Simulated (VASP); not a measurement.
# Sn (Fd-3m) in VASP: single point with r2SCAN

Aim: the single point of Sn with r2SCAN.

Program: VASP 6.6.1. These are calculated values, not measurements. Logs are shortened: lines on timing, memory, paths and dates and some standing lists are left out, and cuts for length are marked.

## (1) The cell of the first run

Symmetry: Fd-3m, No. 227, cubic system. Conventional cell: a = 6.296 Å, b = 6.296 Å, c = 6.296 Å, α = 90.00°, β = 90.00°, γ = 90.00°. Within 3.6 Å of Sn (site symmetry -43m) lie 4 Sn at 2.73 Å.

## (2) Single point, r2SCAN (strain -0.030 along x and y, -0.030 along z)

The input, POSCAR:

```
Sn
1.0
    0.0000000000      3.1482320000      3.1482320000
    3.1482320000      0.0000000000      3.1482320000
    3.1482320000      3.1482320000      0.0000000000
Sn
2
Direct
    0.5000000000      0.5000000000      0.5000000000
    0.7500000000      0.7500000000      0.7500000000
```

The input, INCAR.step1:

```
PREC = Accurate ; ENCUT = 520
ISMEAR = 0 ; SIGMA = 0.15
LREAL = F ; LASPH = T
NELM = 80 ; NBANDS = 21
GGA = PE ; ALGO = Normal
EDIFF = 1E-4 ; LWAVE = T
LCHARG = F
```

The input, INCAR.step2:

```
PREC = Accurate ; ENCUT = 520
EDIFF = 1E-6 ; ISMEAR = 0
SIGMA = 0.15 ; LREAL = F
LASPH = T ; NELM = 80
ALGO = Normal ; ISIF = 2
LWAVE = F ; LCHARG = T
METAGGA = R2SCAN ; LMIXTAU = T
LELF = T ; LVHAR = T
NBANDS = 21 ; ISTART = 1
```

The input, KPOINTS:

```
Automatic mesh
0
Gamma
  12 12 12
```

Potentials or basis: VASP PAW PBE potentials, release 64 (Sn_d).

On the command line:

```bash
cat potpaw_PBE.64/Sn_d/POTCAR > POTCAR
cp INCAR.step1 INCAR
mpirun -np 1 vasp_std > vasp.out
cp INCAR.step2 INCAR
mpirun -np 1 vasp_std > vasp.out
```

OUTCAR:

```text
PREC = Accurate
   ENCUT = 520
   EDIFF = 1E-6
   ISMEAR = 0
   LREAL = F
   LASPH = T
   NELM = 80
   ISIF = 2
   METAGGA = R2SCAN
   ISTART = 1

 ion  position               nearest neighbor table
   1  0.500  0.500  0.500-   2 2.73   2 2.73   2 2.73   2 2.73
   2  0.750  0.750  0.750-   1 2.73   1 2.73   1 2.73   1 2.73

  LATTYP: Found a face centered cubic cell.
 ALAT       =     6.2964640000

  Lattice vectors:

 A1 = (   0.0000000000,   3.1482320000,   3.1482320000)
 A2 = (   3.1482320000,   0.0000000000,   3.1482320000)
 A3 = (   3.1482320000,   3.1482320000,   0.0000000000)

Analysis of symmetry for initial positions (statically):
=====================================================================
 Subroutine PRICEL returns:
 Original cell was already a primitive cell.

 Routine SETGRP: Setting up the symmetry group for a
 face centered cubic supercell.

 Subroutine GETGRP returns: Found 48 space group operations
 (whereof 24 operations were pure point group operations)
 out of a pool of 48 trial point group operations.

The static configuration has the point symmetry T_d .
 The point group associated with its full space group is O_h .

Analysis of symmetry for dynamics (positions and initial velocities):
=====================================================================
 Subroutine PRICEL returns:
 Original cell was already a primitive cell.

 Routine SETGRP: Setting up the symmetry group for a
 face centered cubic supercell.

 Subroutine GETGRP returns: Found 48 space group operations
 (whereof 24 operations were pure point group operations)
 out of a pool of 48 trial point group operations.

The dynamic configuration has the point symmetry T_d .
 The point group associated with its full space group is O_h .

 Subroutine INISYM returns: Found 48 space group operations
 (whereof 24 operations are pure point group operations),
 and found     1 'primitive' translations

----------------------------------------------------------------------------------------

                                     Primitive cell

  volume of cell :      62.4066

  direct lattice vectors                    reciprocal lattice vectors
     0.000000000  3.148232000  3.148232000    -0.158819299  0.158819299  0.158819299
     3.148232000  0.000000000  3.148232000     0.158819299 -0.158819299  0.158819299
     3.148232000  3.148232000  0.000000000     0.158819299  0.158819299 -0.158819299

  length of vectors
     4.452272392  4.452272392  4.452272392     0.275083095  0.275083095  0.275083095

  position of ions in fractional coordinates (direct lattice)
     0.500000000  0.500000000  0.500000000
     0.750000000  0.750000000  0.750000000

  ion indices of the primitive-cell ions
   primitive index   ion index
                 1           1
                 2           2

----------------------------------------------------------------------------------------

 KPOINTS: Automatic mesh

Automatic generation of k-mesh.
 Grid dimensions read from file:
 generate k-points for:   12   12   12

 Generating k-lattice:

  Cartesian coordinates                     Fractional coordinates (reciprocal lattice)
    -0.013234942  0.013234942  0.013234942     0.083333333  0.000000000  0.000000000
     0.013234942 -0.013234942  0.013234942     0.000000000  0.083333333  0.000000000
     0.013234942  0.013234942 -0.013234942     0.000000000  0.000000000  0.083333333

  Length of vectors
     0.022923591  0.022923591  0.022923591

  Shift w.r.t. Gamma in fractional coordinates (k-lattice)
     0.000000000  0.000000000  0.000000000

 Subroutine IBZKPT returns following result:
 ===========================================

 Found     72 irreducible k-points:

 Following reciprocal coordinates:
            Coordinates               Weight
  0.000000  0.000000  0.000000      1.000000
  0.083333  0.000000  0.000000      8.000000
  0.166667  0.000000  0.000000      8.000000
  0.250000  0.000000  0.000000      8.000000
  0.333333  0.000000  0.000000      8.000000
  0.416667  0.000000  0.000000      8.000000
[... 16 lines left out ...]
  0.500000  0.166667  0.000000     24.000000
 -0.416667  0.166667  0.000000     24.000000
 [... further k-points ...]
   k-points           NKPTS =     72   k-points in BZ     NKDIM =     72   number of bands    NBANDS=     21
   number of dos      NEDOS =    301   number of ions     NIONS =      2
   total plane-waves  NPLWV =  46656
   dimension x,y,z NGX =    36 NGY =   36 NGZ =   36
   dimension x,y,z NGXF=    72 NGYF=   72 NGZF=   72
   ions per type =               2
   NGX,Y,Z   is equivalent  to a cutoff of  13.44, 13.44, 13.44 a.u.
   NGXF,Y,Z  is equivalent  to a cutoff of  26.88, 26.88, 26.88 a.u.
 SYSTEM =  unknown system
   PREC   = accura    normal or accurate (medium, high low for compatibility)
   ISTART =      1    job   : 0-new  1-cont  2-samecut
   ICHARG =      0    charge: 1-file 2-atom 10-const
   ISPIN  =      1    spin polarized calculation?
   LNONCOLLINEAR =      F non collinear calculations
   LSORBIT =      F    spin-orbit coupling
   LASPH  =      T    aspherical Exc in radial PAW
   ENCUT  =  520.0 eV  38.22 Ry    6.18 a.u.   8.28  8.28  8.28*2*pi/ulx,y,z
   NELM   =     80;   NELMIN=  2; NELMDL=  0     # of ELM steps
   EDIFF  = 0.1E-05   stopping-criterion for ELM
   LREAL  =      F    real-space projection
   EDIFFG = 0.1E-04   stopping-criterion for IOM
   NSW    =      0    number of steps for IOM
   IBRION =     -1    ionic relax: 0-MD 1-quasi-New 2-CG
   NFREE  =      0    steps in history (QN), initial steepest desc. (CG)
   ISIF   =      2    stress and relaxation
   ISYM   =      2    0-nonsym 1-usesym 2-fastsym
   POTIM  = 0.5000    time-step for ionic-motion
   TEBEG  =    0.0;   TEEND  =   0.0 temperature during run
   PSTRESS=    0.0 pullay stress
   NELECT =      28.0000    total number of electrons
   NUPDOWN=      -1.0000    fix difference up-down
   EMIN   =  10.00;   EMAX   =-10.00  energy-range for DOS
   EFERMI =   0.00;   METHOD = LEGACY
   ISMEAR =     0;   SIGMA  =   0.15  broadening in eV -4-tet -1-fermi 0-gaus
   EFERMI_NEDOS =   21; number of points for ismear=-14 and -15
   IALGO  =     38    algorithm
   IMIX   =      4    mixing-type and parameters
     AMIX     =   0.40;   BMIX     =  1.00
     AMIX_MAG =   1.60;   BMIX_MAG =  1.00
  volume/ion in A,a.u.               =      31.20       210.57
  Fermi-wavevector in a.u.,A,eV,Ry     =   1.253288  2.368370 21.371080  1.570730
  Thomas-Fermi vector in A             =   2.387148
   LORBIT       =      0    0 simple, 1 ext, 2 COOP (PROOUT), +10 PAW based schemes
   METAGGA = R2SCAN    functional components
   LHFCALC =     F    Hartree Fock is set to
   AEXX    =    0.0000 exact exchange contribution
   IVDW    =     0    specifies the selected vdW correction
   LEPSILON=     F    determine dielectric tensor
   LRPA    =     F    only Hartree local field effects (RPA)
 non-spin polarized calculation
 Gauss-broadening in eV      SIGMA  =   0.15
  energy-cutoff  :      520.00
  volume of cell :       62.41
 maximum number of plane-waves:      1701
 NGX is ok and might be reduce to    36
   NGX = 17   NGY = 17   NGZ = 17

 number of electron      27.9999996 magnetization

 Free energy of the ion-electron system (eV)
  ---------------------------------------------------
  ext. energy  EPLUGINS =         0.00000000
  ---------------------------------------------------
  free energy    TOTEN  =       -49.32350109 eV

  energy without entropy =      -49.32336035  energy(sigma->0) =      -49.32343072

 E-fermi :   6.7639     XC(G=0): -10.0320

 val. band max:        6.6128019971   @ k =   0.0000   0.0000   0.0000
 cond. band min:       6.9370627482   @ k =   0.0000   0.0000   0.0000
 fundamental gap:      0.3242607511
 Fermi energy:         6.7639402564

 k-point     1 :       0.0000    0.0000    0.0000
  band No.  band energies     occupation
      1     -16.0190      2.00000
      2     -16.0190      2.00000
      3     -16.0190      2.00000
      4     -15.9383      2.00000
      5     -15.9383      2.00000
      6     -15.5281      2.00000
[... 13 lines left out ...]
     20      15.0773      0.00000
     21      15.0773      0.00000

 k-point     2 :       0.0833    0.0000    0.0000
  band No.  band energies     occupation
      1     -16.0267      2.00000
      2     -16.0267      2.00000
      3     -16.0168      2.00000
      4     -15.9276      2.00000
      5     -15.9276      2.00000
      6     -15.5393      2.00000
[... 13 lines left out ...]
     20      14.3881      0.00000
     21      14.3881      0.00000

 k-point     3 :       0.1667    0.0000    0.0000
  band No.  band energies     occupation
      1     -16.0412      2.00000
      2     -16.0411      2.00000
      3     -16.0110      2.00000
      4     -15.9054      2.00000
      5     -15.9054      2.00000
      6     -15.5581      2.00000
[... 13 lines left out ...]
     20      13.8891      0.00000
     21      13.8891      0.00000

 k-point     4 :       0.2500    0.0000    0.0000
  band No.  band energies     occupation
      1     -16.0536      2.00000
      2     -16.0536      2.00000
      3     -16.0029      2.00000
      4     -15.8834      2.00000
      5     -15.8834      2.00000
      6     -15.5742      2.00000
[... 13 lines left out ...]
     20      13.8769      0.00000
     21      13.8769      0.00000

 k-point     5 :       0.3333    0.0000    0.0000
  band No.  band energies     occupation
      1     -16.0617      2.00000
      2     -16.0617      2.00000
      3     -15.9946      2.00000
      4     -15.8674      2.00000
      5     -15.8674      2.00000
      6     -15.5845      2.00000
[... 13 lines left out ...]
     20      14.4214      0.00000
     21      14.4214      0.00000

 k-point     6 :       0.4167    0.0000    0.0000
  band No.  band energies     occupation
      1     -16.0658      2.00000
      2     -16.0658      2.00000
      3     -15.9884      2.00000
      4     -15.8587      2.00000
      5     -15.8587      2.00000
      6     -15.5890      2.00000
[... 13 lines left out ...]
     20      15.3675      0.00000
     21      15.3675      0.00000

 k-point     7 :       0.5000    0.0000    0.0000
  band No.  band energies     occupation
      1     -16.0670      2.00000
      2     -16.0670      2.00000
      3     -15.9861      2.00000
      4     -15.8562      2.00000
      5     -15.8562      2.00000
      6     -15.5901      2.00000
[... 13 lines left out ...]
     20      16.1298      0.00000
     21      16.1298      0.00000
[... 291 lines left out ...]
      1     -16.0572      2.00000
      2     -16.0480      2.00000
      3     -16.0193      2.00000
      4     -15.8890      2.00000
      5     -15.8398      2.00000
      6     -15.6579      2.00000
[... 13 lines left out ...]
     20      14.5938      0.00000
     21      15.2914      0.00000

 k-point    21 :       0.3333    0.1667    0.0000
  band No.  band energies     occupation
      1     -16.0761      2.00000
      2     -16.0584      2.00000
      3     -15.9971      2.00000
      4     -15.8676      2.00000
      5     -15.8178      2.00000
      6     -15.6777      2.00000
[... 13 lines left out ...]
     20      14.8998      0.00000
     21      15.5202      0.00000

 k-point    22 :       0.4167    0.1667    0.0000
  band No.  band energies     occupation
      1     -16.0906      2.00000
      2     -16.0672      2.00000
      3     -15.9726      2.00000
      4     -15.8474      2.00000
      5     -15.8089      2.00000
      6     -15.6816      2.00000
[... 13 lines left out ...]
     20      15.8770      0.00000
     21      16.2148      0.00000

 k-point    23 :       0.5000    0.1667    0.0000
  band No.  band energies     occupation
      1     -16.0986      2.00000
      2     -16.0739      2.00000
      3     -15.9521      2.00000
      4     -15.8301      2.00000
      5     -15.8154      2.00000
      6     -15.6683      2.00000
[... 13 lines left out ...]
     20      16.1973      0.00000
     21      16.2490      0.00000

 k-point    24 :      -0.4167    0.1667    0.0000
  band No.  band energies     occupation
      1     -16.0993      2.00000
      2     -16.0782      2.00000
      3     -15.9417      2.00000
      4     -15.8326      2.00000
      5     -15.8178      2.00000
      6     -15.6426      2.00000
[... 13 lines left out ...]
     20      15.0329      0.00000
     21      15.3375      0.00000

 [... further k-points ...]
[... 5 lines left out ...]
  --------------------------------------------------------------------------------------
  -------------------------------------------------------------------------------------
  Total        2.8522664      2.8522664      2.8522664      0.0000000      0.0000000     -0.0000000
  in kB       73.2268730     73.2268730     73.2268730      0.0000000      0.0000000     -0.0000000
  external PRESSURE =      73.2268730 kB  Pullay stress =       0.0000000 kB

 VOLUME and BASIS-vectors are now :
 -----------------------------------------------------------------------------
  energy-cutoff  :      520.00
  volume of cell :       62.41
      direct lattice vectors                 reciprocal lattice vectors
     0.000000000  3.148232000  3.148232000    -0.158819299  0.158819299  0.158819299
     3.148232000  0.000000000  3.148232000     0.158819299 -0.158819299  0.158819299
     3.148232000  3.148232000  0.000000000     0.158819299  0.158819299 -0.158819299

 POSITION                                       TOTAL-FORCE (eV/Angst)
 -----------------------------------------------------------------------------------
      3.14823      3.14823      3.14823        -0.000000     -0.000000     -0.000000
      4.72235      4.72235      4.72235         0.000000      0.000000      0.000000
 -----------------------------------------------------------------------------------
    total drift:                                0.000000      0.000000      0.000000

  FREE ENERGIE OF THE ION-ELECTRON SYSTEM (eV)
  ---------------------------------------------------
  free  energy   TOTEN  =       -49.3235010916 eV

  energy  without entropy=      -49.3233603478  energy(sigma->0) =      -49.32343072
```

Run time: 3.8 min. Hardware: 1 thread of AMD EPYC 9R45 (Zen 5), shared host; peak memory 0.22 GiB.

What came out:

```yaml
Free_energy: -49.3235 eV
Pressure: 7.3 GPa
Band_gap_on_the_k_mesh: 0.32 eV, direct
```

Levels at points of the mesh, in eV from the valence-band top:
```tsv
k point	band 11	band 12	band 13	band 14	band 15	band 16	band 17	band 18
(0.00, 0.00, 0.00)	-11.81	0.00	0.00	0.00	0.32	2.21	2.21	2.21
(0.50, 0.00, 0.00)	-9.89	-7.01	-1.43	-1.43	0.35	3.38	3.38	5.88
(0.50, 0.50, 0.00)	-8.22	-8.22	-3.02	-3.02	0.80	0.80	8.77	8.77
```

Caveat: the cell differs from its parent crystal (strain -0.030 along x and y, -0.030 along z); the PAW data sets were made with another functional, which shifts forces and pressure a little; spin-orbit coupling is left out, which moves the levels of the heavy elements. A k mesh can miss the band edges.
